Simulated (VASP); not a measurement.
# ZnS (F-43m) in VASP: notebook

The runs below take ZnS through single point, relaxation of cell and atoms, with PBE.

All numbers are computed with VASP 6.6.1; they aren't measurements. Logs are shortened: lines on timing, memory, paths and dates and some standing lists are left out, and cuts for length are marked.

### 1 The cell of the first run

Symmetry: F-43m, No. 216, cubic system. The conventional cell has a = 5.388 Å, b = 5.388 Å, c = 5.388 Å, α = 90.00°, β = 90.00°, γ = 90.00°. Within 3.1 Å of Zn (site symmetry -43m) lie 4 S at 2.33 Å. Within 3.1 Å of S (site symmetry -43m) lie 4 Zn at 2.33 Å.

### 2 Single point, PBE (volume scaled by 0.97)

Input file INCAR:

```
SYSTEM = ZnS
  PREC = Accurate
  ENCUT = 520
  EDIFF = 1E-7
  ISMEAR = 0
  SIGMA = 0.02
  LREAL = .False.
  LASPH = .True.
  NELM = 60
  ALGO = Normal
  ISIF = 2
  LWAVE = .False.
  LCHARG = .False.
  GGA = PE
  NBANDS = 16
```

Input file KPOINTS:

```
regular mesh
0
Gamma
  8 8 8
  0 0 0
```

Input file POSCAR:

```
ZnS
1.0
    0.0000000000      2.6941008349      2.6941008349
    2.6941008349      0.0000000000      2.6941008349
    2.6941008349      2.6941008349      0.0000000000
Zn S
1 1
Direct
    0.2500000000      0.2500000000      0.2500000000
    0.0000000000      0.0000000000      0.0000000000
```

Potentials or basis: VASP PAW PBE potentials, release 64 (Zn, S).

Command:

```
$ cat potpaw_PBE.64/Zn/POTCAR potpaw_PBE.64/S/POTCAR > POTCAR
$ mpirun -np 1 vasp_std > vasp.out
```

OUTCAR:

```text
SYSTEM = ZnS
   PREC = Accurate
   ENCUT = 520
   EDIFF = 1E-7
   ISMEAR = 0
   LREAL = .False.
   LASPH = .True.
   NELM = 60
   ISIF = 2
   GGA = PE

 ion  position               nearest neighbor table
   1  0.250  0.250  0.250-   2 2.33   2 2.33   2 2.33   2 2.33
   2  0.000  0.000  0.000-   1 2.33   1 2.33   1 2.33   1 2.33

  LATTYP: Found a face centered cubic cell.
 ALAT       =     5.3882016698

  Lattice vectors:

 A1 = (   0.0000000000,   2.6941008349,   2.6941008349)
 A2 = (   2.6941008349,   0.0000000000,   2.6941008349)
 A3 = (   2.6941008349,   2.6941008349,   0.0000000000)

Analysis of symmetry for initial positions (statically):
=====================================================================
 Subroutine PRICEL returns:
 Original cell was already a primitive cell.

 Routine SETGRP: Setting up the symmetry group for a
 face centered cubic supercell.

 Subroutine GETGRP returns: Found 24 space group operations
 (whereof 24 operations were pure point group operations)
 out of a pool of 48 trial point group operations.

The static configuration has the point symmetry T_d .

Analysis of symmetry for dynamics (positions and initial velocities):
=====================================================================
 Subroutine PRICEL returns:
 Original cell was already a primitive cell.

 Routine SETGRP: Setting up the symmetry group for a
 face centered cubic supercell.

 Subroutine GETGRP returns: Found 24 space group operations
 (whereof 24 operations were pure point group operations)
 out of a pool of 48 trial point group operations.

The dynamic configuration has the point symmetry T_d .

 Subroutine INISYM returns: Found 24 space group operations
 (whereof 24 operations are pure point group operations),
 and found     1 'primitive' translations

----------------------------------------------------------------------------------------

                                     Primitive cell

  volume of cell :      39.1085

  direct lattice vectors                    reciprocal lattice vectors
     0.000000000  2.694100835  2.694100835    -0.185590678  0.185590678  0.185590678
     2.694100835  0.000000000  2.694100835     0.185590678 -0.185590678  0.185590678
     2.694100835  2.694100835  0.000000000     0.185590678  0.185590678 -0.185590678
[... 74 lines left out ...]
 SYSTEM =  ZnS
   PREC   = accura    normal or accurate (medium, high low for compatibility)
   ISTART =      0    job   : 0-new  1-cont  2-samecut
   ICHARG =      2    charge: 1-file 2-atom 10-const
   ISPIN  =      1    spin polarized calculation?
   LNONCOLLINEAR =      F non collinear calculations
   LSORBIT =      F    spin-orbit coupling
   LASPH  =      T    aspherical Exc in radial PAW
   ENCUT  =  520.0 eV  38.22 Ry    6.18 a.u.   7.08  7.08  7.08*2*pi/ulx,y,z
   NELM   =     60;   NELMIN=  2; NELMDL= -5     # of ELM steps
   EDIFF  = 0.1E-06   stopping-criterion for ELM
   LREAL  =      F    real-space projection
   EDIFFG = 0.1E-05   stopping-criterion for IOM
   NSW    =      0    number of steps for IOM
   IBRION =     -1    ionic relax: 0-MD 1-quasi-New 2-CG
   NFREE  =      0    steps in history (QN), initial steepest desc. (CG)
   ISIF   =      2    stress and relaxation
   ISYM   =      2    0-nonsym 1-usesym 2-fastsym
   POTIM  = 0.5000    time-step for ionic-motion
   TEBEG  =    0.0;   TEEND  =   0.0 temperature during run
   PSTRESS=    0.0 pullay stress
   NELECT =      18.0000    total number of electrons
   NUPDOWN=      -1.0000    fix difference up-down
   EMIN   =  10.00;   EMAX   =-10.00  energy-range for DOS
   EFERMI =   0.00;   METHOD = LEGACY
   ISMEAR =     0;   SIGMA  =   0.02  broadening in eV -4-tet -1-fermi 0-gaus
   EFERMI_NEDOS =   21; number of points for ismear=-14 and -15
   IALGO  =     38    algorithm
   IMIX   =      4    mixing-type and parameters
     AMIX     =   0.40;   BMIX     =  1.00
     AMIX_MAG =   1.60;   BMIX_MAG =  1.00
  volume/ion in A,a.u.               =      19.55       131.96
  Fermi-wavevector in a.u.,A,eV,Ry     =   1.263985  2.388585 21.737448  1.597657
  Thomas-Fermi vector in A             =   2.397313
   LORBIT       =      0    0 simple, 1 ext, 2 COOP (PROOUT), +10 PAW based schemes
   GGA     = PE    functional components
   LHFCALC =     F    Hartree Fock is set to
   AEXX    =    0.0000 exact exchange contribution
   IVDW    =     0    specifies the selected vdW correction
   LEPSILON=     F    determine dielectric tensor
   LRPA    =     F    only Hartree local field effects (RPA)
 non-spin polarized calculation
 Gauss-broadening in eV      SIGMA  =   0.02
  energy-cutoff  :      520.00
  volume of cell :       39.11
 maximum number of plane-waves:      1067
   NGX = 15   NGY = 15   NGZ = 15

 number of electron      18.0000006 magnetization

 Free energy of the ion-electron system (eV)
  ---------------------------------------------------
  ext. energy  EPLUGINS =         0.00000000
  ---------------------------------------------------
  free energy    TOTEN  =        -6.84249125 eV

  energy without entropy =       -6.84249125  energy(sigma->0) =       -6.84249125

 E-fermi :   2.2939     XC(G=0):  -9.6713

 val. band max:        2.1891383613   @ k =   0.0000   0.0000   0.0000
 cond. band min:       4.3423905011   @ k =   0.0000   0.0000   0.0000
 fundamental gap:      2.1532521398
 Fermi energy:         2.2939463698

 k-point     1 :       0.0000    0.0000    0.0000
  band No.  band energies     occupation
      1     -11.0127      2.00000
      2      -4.1850      2.00000
      3      -4.1850      2.00000
      4      -4.1850      2.00000
      5      -3.6763      2.00000
      6      -3.6763      2.00000
[... 433 lines left out ...]
      3      -3.9972      2.00000
      4      -3.7331      2.00000
      5      -3.6637      2.00000
      6      -3.4023      2.00000
[... 8 lines left out ...]
     15      15.6869      0.00000
     16      16.4909      0.00000

 [... further k-points ...]
[... 5 lines left out ...]
  --------------------------------------------------------------------------------------
  -------------------------------------------------------------------------------------
  Total        0.5985881      0.5985881      0.5985881      0.0000000     -0.0000000      0.0000000
  in kB       24.5226365     24.5226365     24.5226365      0.0000000     -0.0000000      0.0000000
  external PRESSURE =      24.5226365 kB  Pullay stress =       0.0000000 kB

 VOLUME and BASIS-vectors are now :
 -----------------------------------------------------------------------------
  energy-cutoff  :      520.00
  volume of cell :       39.11
      direct lattice vectors                 reciprocal lattice vectors
     0.000000000  2.694100835  2.694100835    -0.185590678  0.185590678  0.185590678
     2.694100835  0.000000000  2.694100835     0.185590678 -0.185590678  0.185590678
     2.694100835  2.694100835  0.000000000     0.185590678  0.185590678 -0.185590678

 POSITION                                       TOTAL-FORCE (eV/Angst)
 -----------------------------------------------------------------------------------
      1.34705      1.34705      1.34705        -0.000000     -0.000000     -0.000000
      0.00000      0.00000      0.00000         0.000000      0.000000      0.000000
 -----------------------------------------------------------------------------------
    total drift:                               -0.000001     -0.000001     -0.000001

  FREE ENERGIE OF THE ION-ELECTRON SYSTEM (eV)
  ---------------------------------------------------
  free  energy   TOTEN  =        -6.8424912465 eV

  energy  without entropy=       -6.8424912465  energy(sigma->0) =       -6.84249125
```

It took 13 s on 1 thread of Intel Xeon Platinum 8559C (Emerald Rapids), shared host; peak memory 0.15 GiB.

Results:

```
Free energy            : -6.8425 eV
Pressure               : 2.5 GPa
Band gap on the k mesh : 2.15 eV, direct
```

Levels at points of the mesh, in eV from the valence-band top:
| k point | band 5 | band 6 | band 7 | band 8 | band 9 | band 10 | band 11 | band 12 | band 13 | band 14 |
| --- | --- | --- | --- | --- | --- | --- | --- | --- | --- | --- |
| (0.00, 0.00, 0.00) | -5.87 | -5.87 | 0.00 | 0.00 | 0.00 | 2.15 | 6.39 | 6.39 | 6.39 | 11.77 |
| (0.50, 0.00, 0.00) | -5.83 | -5.66 | -5.35 | -0.88 | -0.88 | 3.33 | 6.92 | 6.92 | 8.91 | 12.21 |
| (0.50, 0.50, 0.00) | -5.79 | -5.65 | -4.59 | -2.25 | -2.25 | 3.39 | 4.07 | 11.04 | 12.03 | 12.03 |

### 3 Single point, PBE (volume scaled by 1.03)

Input file INCAR:

```
PREC = Accurate
ENCUT = 520
EDIFF = 1E-6
ISMEAR = 0
SIGMA = 0.02
LREAL = F
LASPH = T
NELM = 100
ALGO = Normal
ISIF = 2
LWAVE = F
LCHARG = T
GGA = PE
LELF = T
LVHAR = T
NBANDS = 16
```

Input file KPOINTS:

```
Automatic mesh
0
Gamma
  8 8 8
```

Input file POSCAR:

```
ZnS
1.0
    0.0000000000      2.7485417820      2.7485417820
    2.7485417820      0.0000000000      2.7485417820
    2.7485417820      2.7485417820      0.0000000000
Zn S
1 1
Direct
    0.2500000000      0.2500000000      0.2500000000
    0.0000000000      0.0000000000      0.0000000000
```

Potentials or basis: VASP PAW PBE potentials, release 64 (Zn, S).

Command:

```
$ cat potpaw_PBE.64/Zn/POTCAR potpaw_PBE.64/S/POTCAR > POTCAR
$ mpirun -np 1 vasp_std > vasp.out
```

Run time: 14 s. Hardware: 1 thread of Intel Xeon Platinum 8559C (Emerald Rapids), shared host; peak memory 0.16 GiB.

Results (log left out):

```
Free energy            : -6.8462 eV
Pressure               : -1.8 GPa
Band gap on the k mesh : 1.89 eV, direct
```

Levels at points of the mesh, in eV from the valence-band top:
```csv
k point,band 7,band 8,band 9,band 10,band 11,band 12
"(0.00, 0.00, 0.00)",0.00,0.00,0.00,1.89,6.43,6.43
"(0.50, 0.00, 0.00)",-4.96,-0.79,-0.79,3.21,6.95,6.95
"(0.50, 0.50, 0.00)",-4.36,-2.04,-2.04,3.52,4.07,10.63
```

### 4 Single point, PBE (volume scaled by 1.06)

Input file INCAR:

```
SYSTEM = ZnS
ALGO     = Normal         ! electronic algorithm
EDIFF    = 1E-6           ! SCF threshold, eV
ENCUT    = 520            ! plane-wave cutoff, eV
GGA      = PE             ! functional
ISIF     = 2              ! what is computed and relaxed
ISMEAR   = 0              ! smearing method
LASPH    = .True.         ! aspherical terms in the spheres
LCHARG   = .True.         ! write CHGCAR
LELF     = .True.         ! ELF
LREAL    = .False.        ! projectors in reciprocal space
LVHAR    = .True.       
LWAVE    = .False.        ! write WAVECAR
NBANDS   = 16             ! bands
NELM     = 100            ! most SCF steps
PREC     = Accurate       ! precision mode
SIGMA    = 0.02           ! smearing width, eV
```

Input file KPOINTS:

```
k-points
0
Gamma
  8 8 8
  0 0 0
```

Input file POSCAR:

```
ZnS
1.0
    0.0000000000      2.7749716898      2.7749716898
    2.7749716898      0.0000000000      2.7749716898
    2.7749716898      2.7749716898      0.0000000000
Zn S
1 1
Direct
    0.2500000000      0.2500000000      0.2500000000
    0.0000000000      0.0000000000      0.0000000000
```

Command:

```
$ cat potpaw_PBE.64/Zn/POTCAR potpaw_PBE.64/S/POTCAR > POTCAR
$ mpirun -np 1 vasp_std > vasp.out
```

Wall time 13 s (1 thread of Intel Xeon Platinum 8559C (Emerald Rapids), shared host); peak memory 0.16 GiB.

The run converged. Its results:

```yaml
Free_energy: -6.8266 eV
Pressure: -3.4 GPa
Band_gap_on_the_k_mesh: 1.77 eV, direct
```

Levels at points of the mesh, in eV from the valence-band top:
```tsv
k point	band 7	band 8	band 9	band 10	band 11	band 12
(0.00, 0.00, 0.00)	0.00	0.00	0.00	1.77	6.44	6.44
(0.50, 0.00, 0.00)	-4.79	-0.76	-0.76	3.14	6.96	6.96
(0.50, 0.50, 0.00)	-4.25	-1.94	-1.94	3.58	4.05	10.44
```

(Continued in part 2 of 2.)
